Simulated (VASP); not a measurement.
# Nb16H (a cell with a defect) in VASP: single point with PBEsol

Aim: the single point of Nb16H (a cell with a defect) with PBEsol.

Everything below comes from runs of VASP 6.6.1. Logs are shortened: lines on timing, memory, paths and dates and some standing lists are left out, and cuts for length are marked.

### 1 The cell of the first run

The cell holds a defect, 17 atoms: a = 6.544 Å, b = 6.544 Å, c = 6.544 Å, α = 90.00°, β = 90.00°, γ = 90.00°.

### 2 Single point, PBEsol

INCAR reads:

```
PREC = Accurate ; ENCUT = 520
EDIFF = 1E-7 ; ISMEAR = 0
SIGMA = 0.1 ; LREAL = Auto
LASPH = True ; NELM = 100
ALGO = Fast ; ISIF = 2
LWAVE = False ; LCHARG = False
GGA = PS ; NBANDS = 118
```

KPOINTS reads:

```
Automatic mesh
0
Gamma
  4 4 4
  0.5 0.5 0.5
```

POSCAR reads:

```
Nb16H
1.0
    6.5442909390      0.0000000000      0.0000000000
    0.0000000000      6.5442909390      0.0000000000
    0.0000000000      0.0000000000      6.5442909390
Nb H
16 1
Direct
   -0.0088787312     -0.0117027193     -0.0000006112
    0.4985310143     -0.0007982530     -0.0000007640
   -0.0026001289      0.4994275209      0.0000000000
   -0.0000883213      0.0005108269      0.4999996226
    0.2583577069      0.2518139880      0.2619394547
    0.5006264285      0.5011219750     -0.0000001528
    0.5018951680      0.0021452286      0.4999993170
    0.7510323190      0.2491027699      0.2499500733
    0.0021767064      0.5000281972      0.5000003867
    0.2464389213      0.7509634040      0.2486634557
    0.2583577069      0.2518135296      0.7380596378
    0.5043220161      0.5050693850      0.4999999283
    0.7457040106      0.7482379750      0.2506309721
    0.7510324718      0.2491021587      0.7500496304
    0.2464390742      0.7509629455      0.7513354840
    0.7457043162      0.7482375166      0.7493690372
    0.1468327140      0.2331392376     -0.0000003056
```

Potentials or basis: VASP PAW PBE potentials, release 64 (Nb_sv, H).

Run with:

```
$ cat potpaw_PBE.64/Nb_sv/POTCAR potpaw_PBE.64/H/POTCAR > POTCAR
$ mpirun -np 1 vasp_std > vasp.out
```

OUTCAR:

```text
PREC = Accurate
   ENCUT = 520
   EDIFF = 1E-7
   ISMEAR = 0
   LREAL = Auto
   LASPH = True
   NELM = 100
   ISIF = 2
   GGA = PS

 ion  position               nearest neighbor table
   1  0.991  0.988  1.000-  17 1.90  16 2.78  13 2.78  10 2.80  15 2.80  14 2.84   8 2.84  11 3.00
                             5 3.00
   2  0.499  0.999  1.000-  16 2.83  13 2.83  15 2.83  10 2.83  14 2.84   8 2.84  11 2.85   5 2.85

   3  0.997  0.499  0.000-   8 2.82  14 2.82  10 2.83  15 2.83  16 2.84  13 2.84   5 2.91  11 2.91

   4  1.000  0.001  0.500-  10 2.82  15 2.82  14 2.82   8 2.82  11 2.83   5 2.83  13 2.86  16 2.86

   5  0.258  0.252  0.262-  17 1.87   7 2.76  12 2.79   9 2.81   4 2.83   6 2.85   2 2.85   3 2.91
                             1 3.00
   6  0.501  0.501  1.000-  16 2.81  13 2.81   8 2.84  14 2.84  10 2.84  15 2.84   5 2.85  11 2.85

   7  0.502  0.002  0.500-  11 2.76   5 2.76   8 2.82  14 2.82  13 2.82  16 2.82  10 2.86  15 2.86

   8  0.751  0.249  0.250-   7 2.82   3 2.82   4 2.82   1 2.84   9 2.84   2 2.84   6 2.84  12 2.84

   9  0.002  0.500  0.500-  11 2.81   5 2.81  15 2.82  10 2.82  14 2.84   8 2.84  16 2.85  13 2.85

  10  0.246  0.751  0.249-   1 2.80   9 2.82   4 2.82   2 2.83   3 2.83   6 2.84  12 2.85   7 2.86

  11  0.258  0.252  0.738-  17 1.87   7 2.76  12 2.79   9 2.81   4 2.83   6 2.85   2 2.85   3 2.91
                             1 3.00
  12  0.504  0.505  0.500-  13 2.77  16 2.77  11 2.79   5 2.79   8 2.84  14 2.84  15 2.85  10 2.85

  13  0.746  0.748  0.251-  12 2.77   1 2.78   6 2.81   7 2.82   2 2.83   3 2.84   9 2.85   4 2.86

  14  0.751  0.249  0.750-   7 2.82   3 2.82   4 2.82   1 2.84   9 2.84   2 2.84   6 2.84  12 2.84

  15  0.246  0.751  0.751-   1 2.80   9 2.82   4 2.82   2 2.83   3 2.83   6 2.84  12 2.85   7 2.86

  16  0.746  0.748  0.749-  12 2.77   1 2.78   6 2.81   7 2.82   2 2.83   3 2.84   9 2.85   4 2.86

  17  0.147  0.233  1.000-   5 1.87  11 1.87   1 1.90

  LATTYP: Found a simple cubic cell.
 ALAT       =     6.5442909390

  Lattice vectors:

 A1 = (   6.5442909390,   0.0000000000,   0.0000000000)
 A2 = (   0.0000000000,   6.5442909390,   0.0000000000)
 A3 = (   0.0000000000,   0.0000000000,   6.5442909390)

Analysis of symmetry for initial positions (statically):
=====================================================================
 Subroutine PRICEL returns:
 Original cell was already a primitive cell.

 Routine SETGRP: Setting up the symmetry group for a
 simple cubic supercell.

 Subroutine GETGRP returns: Found  2 space group operations
 (whereof  2 operations were pure point group operations)
 out of a pool of 48 trial point group operations.

The static configuration has the point symmetry C_1h.

Analysis of symmetry for dynamics (positions and initial velocities):
=====================================================================
 Subroutine PRICEL returns:
 Original cell was already a primitive cell.

 Routine SETGRP: Setting up the symmetry group for a
 simple cubic supercell.

 Subroutine GETGRP returns: Found  2 space group operations
 (whereof  2 operations were pure point group operations)
 out of a pool of 48 trial point group operations.

The dynamic configuration has the point symmetry C_1h.

 Subroutine INISYM returns: Found  2 space group operations
 (whereof  2 operations are pure point group operations),
 and found     1 'primitive' translations

----------------------------------------------------------------------------------------

                                     Primitive cell

  volume of cell :     280.2772

  direct lattice vectors                    reciprocal lattice vectors
     6.544290939  0.000000000  0.000000000     0.152804942  0.000000000  0.000000000
     0.000000000  6.544290939  0.000000000     0.000000000  0.152804942  0.000000000
     0.000000000  0.000000000  6.544290939     0.000000000  0.000000000  0.152804942

  length of vectors
     6.544290939  6.544290939  6.544290939     0.152804942  0.152804942  0.152804942

  position of ions in fractional coordinates (direct lattice)
     0.991121269  0.988297281  0.999999389
     0.498531014  0.999201747  0.999999236
     0.997399871  0.499427521  0.000000000
     0.999911679  0.000510827  0.499999623
     0.258357707  0.251813988  0.261939455
     0.500626428  0.501121975  0.999999847
[... 9 lines left out ...]
     0.745704316  0.748237517  0.749369037
     0.146832714  0.233139238  0.999999694

  ion indices of the primitive-cell ions
   primitive index   ion index
                 1           1
                 2           2
                 3           3
                 4           4
                 5           5
                 6           6
[... 9 lines left out ...]
                16          16
                17          17

----------------------------------------------------------------------------------------

 KPOINTS: Automatic mesh

Automatic generation of k-mesh.
 Grid dimensions read from file:
 generate k-points for:    4    4    4

 Generating k-lattice:

  Cartesian coordinates                     Fractional coordinates (reciprocal lattice)
     0.038201236  0.000000000  0.000000000     0.250000000  0.000000000  0.000000000
     0.000000000  0.038201236  0.000000000     0.000000000  0.250000000  0.000000000
     0.000000000  0.000000000  0.038201236     0.000000000  0.000000000  0.250000000

  Length of vectors
     0.038201236  0.038201236  0.038201236

  Shift w.r.t. Gamma in fractional coordinates (k-lattice)
     0.500000000  0.500000000  0.500000000

 Subroutine IBZKPT returns following result:
 ===========================================

 Found     16 irreducible k-points:

 Following reciprocal coordinates:
            Coordinates               Weight
  0.125000  0.125000  0.125000      4.000000
 -0.125000  0.125000  0.125000      4.000000
  0.375000  0.125000  0.125000      4.000000
  0.125000  0.375000  0.125000      4.000000
  0.125000  0.125000  0.375000      4.000000
 -0.125000  0.375000  0.125000      4.000000
[... 8 lines left out ...]
  0.375000  0.375000  0.375000      4.000000
 -0.375000  0.375000  0.375000      4.000000
   k-points           NKPTS =     16   k-points in BZ     NKDIM =     16   number of bands    NBANDS=    118
   number of dos      NEDOS =    301   number of ions     NIONS =     17
   total plane-waves  NPLWV = 125000
   dimension x,y,z NGX =    50 NGY =   50 NGZ =   50
   dimension x,y,z NGXF=   100 NGYF=  100 NGZF=  100
   ions per type =              16   1
   NGX,Y,Z   is equivalent  to a cutoff of  12.70, 12.70, 12.70 a.u.
   NGXF,Y,Z  is equivalent  to a cutoff of  25.40, 25.40, 25.40 a.u.
 SYSTEM =  unknown system
   PREC   = accura    normal or accurate (medium, high low for compatibility)
   ISTART =      0    job   : 0-new  1-cont  2-samecut
   ICHARG =      2    charge: 1-file 2-atom 10-const
   ISPIN  =      1    spin polarized calculation?
   LNONCOLLINEAR =      F non collinear calculations
   LSORBIT =      F    spin-orbit coupling
   LASPH  =      T    aspherical Exc in radial PAW
   ENCUT  =  520.0 eV  38.22 Ry    6.18 a.u.  12.17 12.17 12.17*2*pi/ulx,y,z
   NELM   =    100;   NELMIN=  2; NELMDL= -5     # of ELM steps
   EDIFF  = 0.1E-06   stopping-criterion for ELM
   LREAL  =      T    real-space projection
   EDIFFG = 0.1E-05   stopping-criterion for IOM
   NSW    =      0    number of steps for IOM
   IBRION =     -1    ionic relax: 0-MD 1-quasi-New 2-CG
   NFREE  =      0    steps in history (QN), initial steepest desc. (CG)
   ISIF   =      2    stress and relaxation
   ISYM   =      2    0-nonsym 1-usesym 2-fastsym
   POTIM  = 0.5000    time-step for ionic-motion
   TEBEG  =    0.0;   TEEND  =   0.0 temperature during run
   PSTRESS=    0.0 pullay stress
   NELECT =     209.0000    total number of electrons
   NUPDOWN=      -1.0000    fix difference up-down
   EMIN   =  10.00;   EMAX   =-10.00  energy-range for DOS
   EFERMI =   0.00;   METHOD = LEGACY
   ISMEAR =     0;   SIGMA  =   0.10  broadening in eV -4-tet -1-fermi 0-gaus
   EFERMI_NEDOS =   21; number of points for ismear=-14 and -15
   IALGO  =     68    algorithm
   IMIX   =      4    mixing-type and parameters
     AMIX     =   0.40;   BMIX     =  1.00
     AMIX_MAG =   1.60;   BMIX_MAG =  1.00
  volume/ion in A,a.u.               =      16.49       111.26
  Fermi-wavevector in a.u.,A,eV,Ry     =   1.484548  2.805389 29.985657  2.203884
  Thomas-Fermi vector in A             =   2.598071
   LORBIT       =      0    0 simple, 1 ext, 2 COOP (PROOUT), +10 PAW based schemes
   GGA     = PS    functional components
   LHFCALC =     F    Hartree Fock is set to
   AEXX    =    0.0000 exact exchange contribution
   IVDW    =     0    specifies the selected vdW correction
   LEPSILON=     F    determine dielectric tensor
   LRPA    =     F    only Hartree local field effects (RPA)
 non-spin polarized calculation
 RMM-DIIS sequential band-by-band and
 Gauss-broadening in eV      SIGMA  =   0.10
  energy-cutoff  :      520.00
  volume of cell :      280.28
 maximum number of plane-waves:      7562
 NGX is ok and might be reduce to    50
   NGX = 25   NGY = 25   NGZ = 25

 number of electron     209.0000019 magnetization

 Free energy of the ion-electron system (eV)
  ---------------------------------------------------
  ext. energy  EPLUGINS =         0.00000000
  ---------------------------------------------------
  free energy    TOTEN  =      -178.87632669 eV

  energy without entropy =     -178.72921281  energy(sigma->0) =     -178.80276975

 E-fermi :  11.4969     XC(G=0): -12.8084

 val. band max:       11.4808786637   @ k =  -0.3750   0.1250   0.3750
 cond. band min:      11.5006550923   @ k =  -0.1250   0.1250   0.3750
 fundamental gap:      0.0197764286
 Fermi energy:        11.4969480028

 k-point     1 :       0.1250    0.1250    0.1250
  band No.  band energies     occupation
      1     -42.7335      2.00000
      2     -42.5595      2.00000
      3     -42.5494      2.00000
      4     -42.5346      2.00000
      5     -42.5007      2.00000
      6     -42.4899      2.00000
[... 108 lines left out ...]
    115      13.0704      0.00000
    116      13.2081      0.00000
[... 1783 lines left out ...]
    115      14.3037      0.00000
    116      14.3930      0.00000
 [bands above 116 left out]

------------------------ aborting loop because EDIFF is reached ----------------------------------------

  FORCE on cell =-STRESS in cart. coord.  units (eV):
  Direction    XX          YY          ZZ          XY          YZ          ZX
  --------------------------------------------------------------------------------------
  -------------------------------------------------------------------------------------
  Total        3.4296333      2.9869853      4.5921437      0.1902182      0.0000000      0.0000000
  in kB       19.6051640     17.0748097     26.2505407      1.0873639      0.0000000      0.0000000
  external PRESSURE =      20.9768381 kB  Pullay stress =       0.0000000 kB

 VOLUME and BASIS-vectors are now :
 -----------------------------------------------------------------------------
  energy-cutoff  :      520.00
  volume of cell :      280.28
      direct lattice vectors                 reciprocal lattice vectors
     6.544290939  0.000000000  0.000000000     0.152804942  0.000000000  0.000000000
     0.000000000  6.544290939  0.000000000     0.000000000  0.152804942  0.000000000
     0.000000000  0.000000000  6.544290939     0.000000000  0.000000000  0.152804942

 POSITION                                       TOTAL-FORCE (eV/Angst)
 -----------------------------------------------------------------------------------
      6.48619      6.46770      6.54429         0.040488      0.006433      0.000000
      3.26253      6.53907      6.54429         0.026559     -0.014582      0.000000
      6.52727      3.26840      0.00000        -0.016270      0.028444      0.000000
      6.54371      0.00334      3.27214         0.027566      0.000806      0.000000
      1.69077      1.64794      1.71421         0.014690     -0.041694     -0.034572
      3.27624      3.27949      6.54429         0.009750     -0.015098      0.000000
[... 9 lines left out ...]
      4.88011      4.89668      4.90409         0.022454     -0.004772      0.012833
      0.96092      1.52573      6.54429        -0.271180      0.248647      0.000000
 -----------------------------------------------------------------------------------
    total drift:                                0.009800      0.003538      0.054203

  FREE ENERGIE OF THE ION-ELECTRON SYSTEM (eV)
  ---------------------------------------------------
  free  energy   TOTEN  =      -178.8763266884 eV

  energy  without entropy=     -178.7292128081  energy(sigma->0) =     -178.80276975
```

Run time: 1.8 h. Hardware: 1 thread of Oxide Virtual Turin-like, shared host; peak memory 0.52 GiB.

What came out:

```
Free energy            : -178.8763 eV
Pressure               : 2.1 GPa
Largest force          : 0.368 eV/Å
Band gap on the k mesh : zero (an odd number of electrons rules out a gap without spin polarisation)
```

Forces in eV/Å, atoms in the order of the input:
```
Nb   0.040  0.006  0.000
Nb   0.027 -0.015  0.000
Nb  -0.016  0.028  0.000
Nb   0.028  0.001  0.000
Nb   0.015 -0.042 -0.035
Nb   0.010 -0.015  0.000
Nb   0.023 -0.029  0.000
Nb   0.022 -0.001 -0.006
Nb   0.017 -0.037  0.000
Nb   0.014 -0.025 -0.009
Nb   0.015 -0.042  0.035
Nb  -0.003 -0.043  0.000
Nb   0.022 -0.005 -0.013
Nb   0.022 -0.001  0.006
Nb   0.014 -0.025  0.009
Nb   0.022 -0.005  0.013
H   -0.271  0.249  0.000
```

Stress tensor (GPa, compression positive):
```
1.96 0.11 0.00
0.11 1.71 0.00
0.00 0.00 2.63
```

Levels at points of the mesh, in eV from the Fermi level:
```
           k point  band 101  band 102  band 103  band 104  band 105  band 106  band 107  band 108  band 109  band 110
(0.12, 0.12, 0.12)      0.25      0.32      0.56      0.73      0.79      0.83      0.88      0.97      0.99      1.18
```

Caveat: the PAW data sets were made with another functional, which shifts forces and pressure a little.
